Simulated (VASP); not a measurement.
Here is a VASP 6.6.1 calculation.

File INCAR:

```
SYSTEM = Ta
  ALGO = Normal
  EDIFF = 1E-6
  ENCUT = 520
  ISIF = 2
  ISMEAR = 0
  LASPH = .TRUE.
  LCHARG = .FALSE.
  LREAL = .FALSE.
  LWAVE = .FALSE.
  NBANDS = 12
  NELM = 60
  PREC = Accurate
  SIGMA = 0.15
```

KPOINTS

```
k-points
0
G
  22 22 22
  0 0 0
```

File POSCAR:

```
Ta
1.0
   -1.6512800000      1.6512800000      1.6512800000
    1.6512800000     -1.6512800000      1.6512800000
    1.6512800000      1.6512800000     -1.6512800000
Ta
1
Direct
    0.0000000000      0.0000000000      0.0000000000
```

Potentials or basis: VASP PAW LDA potentials, release 64 (Ta_pv).

Launch:

```console
$ cat potpaw_LDA.64/Ta_pv/POTCAR > POTCAR
$ mpirun -np 1 vasp_std > vasp.out
```

(1) Predict the pressure.

Answers

(1) -8.3 GPa.
